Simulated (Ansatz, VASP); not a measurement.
**One calculation of KBr, two programs**

```
CELL_PARAMETERS angstrom
0.00000 3.30244 3.30244
3.30244 0.00000 3.30244
3.30244 3.30244 0.00000
ATOMIC_POSITIONS crystal
K 0.00000 0.00000 0.00000
Br 0.50000 0.50000 0.50000
```

Alike in both runs: task single point; functional LDA; k mesh 6 × 6 × 6; no spin polarisation.

```csv
,VASP,Ansatz
version,VASP 6.6.1,Ansatz 0.2.0
potentials or method,"VASP PAW LDA potentials, release 64 (K_sv, Br)","plane waves, PAW"
plane-wave cutoff (eV),520,420
occupations,"gaussian, width 0.01 eV",fixed
valence electrons in the cell,16,16
```

```tsv
	VASP	Ansatz	Ansatz less VASP
gap on the k mesh at the Fermi level (eV)	4.03	4.02	-0.008
pressure (GPa)	-1.6	-1.7	-0.04
```

LDA's correlation is that of Perdew and Zunger in VASP and of Perdew and Wang (1992) in Ansatz.
